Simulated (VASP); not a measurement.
# CaO in VASP: single point with PBEsol

Aim: the single point of CaO with PBEsol.

Everything below comes from runs of VASP 6.6.1. Logs are shortened: lines on timing, memory, paths and dates and some standing lists are left out, and cuts for length are marked.

## 1. The cell of the first run

The cell holds a slab with vacuum, 8 atoms: a = 3.371 Å, b = 3.371 Å, c = 20.151 Å, α = 90.00°, β = 90.00°, γ = 90.00°.

## 2. Single point, PBEsol

The input, INCAR:

```
SYSTEM = CaO
PREC     = Accurate       ! precision mode
ENCUT    = 520            ! plane-wave cutoff, eV
EDIFF    = 1E-6           ! SCF threshold, eV
ISMEAR   = -1             ! smearing method
SIGMA    = 0.05           ! smearing width, eV
LREAL    = .FALSE.        ! projectors in reciprocal space
LASPH    = .TRUE.         ! aspherical terms in the spheres
NELM     = 80             ! most SCF steps
ALGO     = Normal         ! electronic algorithm
ISIF     = 2              ! what is computed and relaxed
LWAVE    = .FALSE.        ! write WAVECAR
LCHARG   = .TRUE.         ! write CHGCAR
GGA      = PS             ! functional
LELF     = .TRUE.         ! ELF
LVHAR    = .TRUE.       
NBANDS   = 42             ! bands
```

The input, KPOINTS:

```
Automatic mesh
0
G
  6 6 1
  0 0 0
```

The input, POSCAR:

```
CaO
1.0
    2.3838000000      2.3838000000      0.0000000000
   -2.3838000000      2.3838000000      0.0000000000
    0.0000000000      0.0000000000     20.1514000000
O Ca
4 4
Direct
    0.4992620000      0.4989580000      0.3252170000
    0.4989010000      0.4988700000      0.5598520000
    0.9989970000      0.9988990000      0.4398660000
    0.9986340000      0.9987450000      0.6744990000
    0.9991050000      0.9990250000      0.3241330000
    0.9990770000      0.9989940000      0.5590510000
    0.4989960000      0.4989870000      0.4406310000
    0.4989300000      0.4989480000      0.6755710000
```

Potentials or basis: VASP PAW PBE potentials, release 64 (O, Ca_sv).

Command:

```
$ cat potpaw_PBE.64/O/POTCAR potpaw_PBE.64/Ca_sv/POTCAR > POTCAR
$ mpirun -np 1 vasp_std > vasp.out
```

OUTCAR:

```text
SYSTEM = CaO
   PREC = Accurate
   ENCUT = 520
   EDIFF = 1E-6
   ISMEAR = -1
   LREAL = .FALSE.
   LASPH = .TRUE.
   NELM = 80
   ISIF = 2
   GGA = PS

 ion  position               nearest neighbor table
   1  0.499  0.499  0.325-   7 2.33   5 2.38   5 2.38   5 2.38   5 2.38
   2  0.499  0.499  0.560-   8 2.33   6 2.38   6 2.38   6 2.38   6 2.38   7 2.40
   3  0.999  0.999  0.440-   5 2.33   7 2.38   7 2.38   7 2.38   7 2.38   6 2.40
   4  0.999  0.999  0.674-   6 2.33   8 2.38   8 2.38   8 2.38   8 2.39
   5  0.999  0.999  0.324-   3 2.33   1 2.38   1 2.38   1 2.38   1 2.38
   6  0.999  0.999  0.559-   4 2.33   2 2.38   2 2.38   2 2.38   2 2.38   3 2.40
   7  0.499  0.499  0.441-   1 2.33   3 2.38   3 2.38   3 2.38   3 2.38   2 2.40
   8  0.499  0.499  0.676-   2 2.33   4 2.38   4 2.38   4 2.38   4 2.39

  LATTYP: Found a simple tetragonal cell.
 ALAT       =     3.3712022900
 C/A-ratio  =     5.9775113644

  Lattice vectors:

 A1 = (   2.3838000000,   2.3838000000,   0.0000000000)
 A2 = (  -2.3838000000,   2.3838000000,   0.0000000000)
 A3 = (   0.0000000000,   0.0000000000,  20.1514000000)

Analysis of symmetry for initial positions (statically):
=====================================================================
 Subroutine PRICEL returns:
 Original cell was already a primitive cell.

 Routine SETGRP: Setting up the symmetry group for a
 simple tetragonal supercell.

 Subroutine GETGRP returns: Found  1 space group operations
 (whereof  1 operations were pure point group operations)
 out of a pool of 16 trial point group operations.

The static configuration has the point symmetry C_1 .

Analysis of symmetry for dynamics (positions and initial velocities):
=====================================================================
 Subroutine PRICEL returns:
 Original cell was already a primitive cell.

 Routine SETGRP: Setting up the symmetry group for a
 simple tetragonal supercell.

 Subroutine GETGRP returns: Found  1 space group operations
 (whereof  1 operations were pure point group operations)
 out of a pool of 16 trial point group operations.

The dynamic configuration has the point symmetry C_1 .

 Subroutine INISYM returns: Found  1 space group operations
 (whereof  1 operations are pure point group operations),
 and found     1 'primitive' translations

----------------------------------------------------------------------------------------

                                     Primitive cell

  volume of cell :     229.0208

  direct lattice vectors                    reciprocal lattice vectors
     2.383800000  2.383800000  0.000000000     0.209749140  0.209749140  0.000000000
    -2.383800000  2.383800000  0.000000000    -0.209749140  0.209749140  0.000000000
     0.000000000  0.000000000 20.151400000     0.000000000  0.000000000  0.049624344

  length of vectors
     3.371202290  3.371202290 20.151400000     0.296630079  0.296630079  0.049624344

  position of ions in fractional coordinates (direct lattice)
     0.499262000  0.498958000  0.325217000
     0.498901000  0.498870000  0.559852000
     0.998997000  0.998899000  0.439866000
     0.998634000  0.998745000  0.674499000
     0.999105000  0.999025000  0.324133000
     0.999077000  0.998994000  0.559051000
     0.498996000  0.498987000  0.440631000
     0.498930000  0.498948000  0.675571000

  ion indices of the primitive-cell ions
   primitive index   ion index
                 1           1
                 2           2
                 3           3
                 4           4
                 5           5
                 6           6
                 7           7
                 8           8

----------------------------------------------------------------------------------------

 KPOINTS: Automatic mesh

Automatic generation of k-mesh.
 Grid dimensions read from file:
 generate k-points for:    6    6    1

 Generating k-lattice:

  Cartesian coordinates                     Fractional coordinates (reciprocal lattice)
     0.034958190  0.034958190  0.000000000     0.166666667  0.000000000  0.000000000
    -0.034958190  0.034958190  0.000000000     0.000000000  0.166666667  0.000000000
     0.000000000  0.000000000  0.049624344     0.000000000  0.000000000  1.000000000

  Length of vectors
     0.049438346  0.049438346  0.049624344

  Shift w.r.t. Gamma in fractional coordinates (k-lattice)
     0.000000000  0.000000000  0.000000000

 Subroutine IBZKPT returns following result:
 ===========================================

 Found     20 irreducible k-points:

 Following reciprocal coordinates:
            Coordinates               Weight
  0.000000  0.000000  0.000000      1.000000
  0.166667  0.000000  0.000000      2.000000
  0.000000  0.166667  0.000000      2.000000
  0.333333  0.000000  0.000000      2.000000
  0.000000  0.333333  0.000000      2.000000
  0.500000  0.000000  0.000000      1.000000
[... 12 lines left out ...]
 -0.333333  0.500000  0.000000      2.000000
  0.500000  0.500000  0.000000      1.000000
   k-points           NKPTS =     20   k-points in BZ     NKDIM =     20   number of bands    NBANDS=     42
   number of dos      NEDOS =    301   number of ions     NIONS =      8
   total plane-waves  NPLWV = 117600
   dimension x,y,z NGX =    28 NGY =   28 NGZ =  150
   dimension x,y,z NGXF=    56 NGYF=   56 NGZF=  300
   ions per type =               4   4
   NGX,Y,Z   is equivalent  to a cutoff of  13.81, 13.81, 12.37 a.u.
   NGXF,Y,Z  is equivalent  to a cutoff of  27.62, 27.62, 24.75 a.u.
 SYSTEM =  CaO
   PREC   = accura    normal or accurate (medium, high low for compatibility)
   ISTART =      0    job   : 0-new  1-cont  2-samecut
   ICHARG =      2    charge: 1-file 2-atom 10-const
   ISPIN  =      1    spin polarized calculation?
   LNONCOLLINEAR =      F non collinear calculations
   LSORBIT =      F    spin-orbit coupling
   LASPH  =      T    aspherical Exc in radial PAW
   ENCUT  =  520.0 eV  38.22 Ry    6.18 a.u.   6.27  6.27 37.47*2*pi/ulx,y,z
   NELM   =     80;   NELMIN=  2; NELMDL= -5     # of ELM steps
   EDIFF  = 0.1E-05   stopping-criterion for ELM
   LREAL  =      F    real-space projection
   EDIFFG = 0.1E-04   stopping-criterion for IOM
   NSW    =      0    number of steps for IOM
   IBRION =     -1    ionic relax: 0-MD 1-quasi-New 2-CG
   NFREE  =      0    steps in history (QN), initial steepest desc. (CG)
   ISIF   =      2    stress and relaxation
   ISYM   =      2    0-nonsym 1-usesym 2-fastsym
   POTIM  = 0.5000    time-step for ionic-motion
   TEBEG  =    0.0;   TEEND  =   0.0 temperature during run
   PSTRESS=    0.0 pullay stress
   NELECT =      64.0000    total number of electrons
   NUPDOWN=      -1.0000    fix difference up-down
   EMIN   =  10.00;   EMAX   =-10.00  energy-range for DOS
   EFERMI =   0.00;   METHOD = LEGACY
   ISMEAR =    -1;   SIGMA  =   0.05  broadening in eV -4-tet -1-fermi 0-gaus
   EFERMI_NEDOS =   21; number of points for ismear=-14 and -15
   IALGO  =     38    algorithm
   IMIX   =      4    mixing-type and parameters
     AMIX     =   0.40;   BMIX     =  1.00
     AMIX_MAG =   1.60;   BMIX_MAG =  1.00
  volume/ion in A,a.u.               =      28.63       193.19
  Fermi-wavevector in a.u.,A,eV,Ry     =   1.070311  2.022594 15.586358  1.145565
  Thomas-Fermi vector in A             =   2.206017
   LORBIT       =      0    0 simple, 1 ext, 2 COOP (PROOUT), +10 PAW based schemes
   GGA     = PS    functional components
   LHFCALC =     F    Hartree Fock is set to
   AEXX    =    0.0000 exact exchange contribution
   IVDW    =     0    specifies the selected vdW correction
   LEPSILON=     F    determine dielectric tensor
   LRPA    =     F    only Hartree local field effects (RPA)
 non-spin polarized calculation
  energy-cutoff  :      520.00
  volume of cell :      229.02
 maximum number of plane-waves:      6196
 NGX is ok and might be reduce to    28
   NGX = 13   NGY = 13   NGZ = 75

 number of electron      63.9999999 magnetization

 Free energy of the ion-electron system (eV)
  ---------------------------------------------------
  ext. energy  EPLUGINS =         0.00000000
  ---------------------------------------------------
  free energy    TOTEN  =       -52.62488613 eV

  energy without entropy =      -52.62488613  energy(sigma->0) =      -52.62488613

 E-fermi :   0.2406     XC(G=0):  -5.7827

 val. band max:       -0.9823856216   @ k =   0.0000   0.0000   0.0000
 cond. band min:       2.0215803297   @ k =   0.0000   0.0000   0.0000
 fundamental gap:      3.0039659513
 Fermi energy:         0.2405827979

 k-point     1 :       0.0000    0.0000    0.0000
  band No.  band energies     occupation
      1     -38.7306      2.00000
      2     -38.7237      2.00000
      3     -38.2929      2.00000
      4     -38.2164      2.00000
      5     -20.1881      2.00000
      6     -20.1485      2.00000
[... 34 lines left out ...]
     41       4.8258      0.00000
     42       5.4453      0.00000

 k-point     2 :       0.1667    0.0000    0.0000
  band No.  band energies     occupation
      1     -38.7200      2.00000
      2     -38.7131      2.00000
      3     -38.2785      2.00000
      4     -38.2120      2.00000
      5     -20.2299      2.00000
      6     -20.1532      2.00000
[... 34 lines left out ...]
     41       5.3184      0.00000
     42       5.6379      0.00000

 k-point     3 :       0.0000    0.1667    0.0000
  band No.  band energies     occupation
      1     -38.7200      2.00000
      2     -38.7131      2.00000
      3     -38.2785      2.00000
      4     -38.2120      2.00000
      5     -20.2299      2.00000
      6     -20.1532      2.00000
[... 34 lines left out ...]
     41       5.3182      0.00000
     42       5.3401      0.00000

 k-point     4 :       0.3333    0.0000    0.0000
  band No.  band energies     occupation
      1     -38.6987      2.00000
      2     -38.6918      2.00000
      3     -38.2458      2.00000
      4     -38.2070      2.00000
      5     -20.3911      2.00000
      6     -20.3591      2.00000
[... 664 lines left out ...]
     41       6.8296      0.00000
     42       6.8331      0.00000

 k-point    19 :      -0.3333    0.5000    0.0000
  band No.  band energies     occupation
      1     -38.6621      2.00000
      2     -38.6551      2.00000
      3     -38.1908      2.00000
      4     -38.1880      2.00000
      5     -20.1693      2.00000
      6     -20.1684      2.00000
[... 34 lines left out ...]
     41       6.8296      0.00000
     42       6.8331      0.00000

 k-point    20 :       0.5000    0.5000    0.0000
  band No.  band energies     occupation
      1     -38.6534      2.00000
      2     -38.6464      2.00000
      3     -38.1816      2.00000
      4     -38.1788      2.00000
      5     -20.0351      2.00000
      6     -20.0326      2.00000
[... 34 lines left out ...]
     41       7.2005      0.00000
     42       7.2072      0.00000

------------------------ aborting loop because EDIFF is reached ----------------------------------------

  FORCE on cell =-STRESS in cart. coord.  units (eV):
  Direction    XX          YY          ZZ          XY          YZ          ZX
  --------------------------------------------------------------------------------------
  -------------------------------------------------------------------------------------
  Total       -2.3562427     -2.3561232      0.3362561     -0.0000066      0.0064977      0.0029808
  in kB      -16.4837401    -16.4829039      2.3523712     -0.0000463      0.0454562      0.0208529
  external PRESSURE =     -10.2047576 kB  Pullay stress =       0.0000000 kB

 VOLUME and BASIS-vectors are now :
 -----------------------------------------------------------------------------
  energy-cutoff  :      520.00
  volume of cell :      229.02
      direct lattice vectors                 reciprocal lattice vectors
     2.383800000  2.383800000  0.000000000     0.209749140  0.209749140  0.000000000
    -2.383800000  2.383800000  0.000000000    -0.209749140  0.209749140  0.000000000
     0.000000000  0.000000000 20.151400000     0.000000000  0.000000000  0.049624344

 POSITION                                       TOTAL-FORCE (eV/Angst)
 -----------------------------------------------------------------------------------
      0.00072      2.37956      6.55358        -0.001725     -0.001187     -0.028712
      0.00007      2.37849     11.28180         0.000165      0.001913     -0.022473
      0.00023      4.76258      8.86392        -0.000451      0.001194      0.015129
     -0.00026      4.76135     13.59210         0.000852      0.003689      0.025660
      0.00019      4.76314      6.53173         0.001071     -0.000172     -0.047930
      0.00020      4.76300     11.26566        -0.000906     -0.003239     -0.006117
      0.00002      2.37899      8.87933         0.001178      0.000116      0.015180
     -0.00004      2.37874     13.61370        -0.000184     -0.002313      0.049263
 -----------------------------------------------------------------------------------
    total drift:                                0.000016     -0.000310      0.000062

  FREE ENERGIE OF THE ION-ELECTRON SYSTEM (eV)
  ---------------------------------------------------
  free  energy   TOTEN  =       -52.6248861345 eV

  energy  without entropy=      -52.6248861345  energy(sigma->0) =      -52.62488613
```

Run time: 9.6 min. Hardware: 1 thread of Intel Xeon 8259CL, shared host; peak memory 0.41 GiB.

Results:

```yaml
Free_energy: -52.6249 eV
Largest_force: 0.049 eV/Å
Band_gap_on_the_k_mesh: 3.00 eV
```

Forces in eV/Å, atoms in the order of the input:
```
O   -0.002 -0.001 -0.029
O    0.000  0.002 -0.022
O    0.000  0.001  0.015
O    0.001  0.004  0.026
Ca   0.001  0.000 -0.048
Ca  -0.001 -0.003 -0.006
Ca   0.001  0.000  0.015
Ca   0.000 -0.002  0.049
```

Caveat: there is no dipole correction, which matters where the two faces differ; the PAW data sets were made with another functional, which shifts forces and pressure a little.
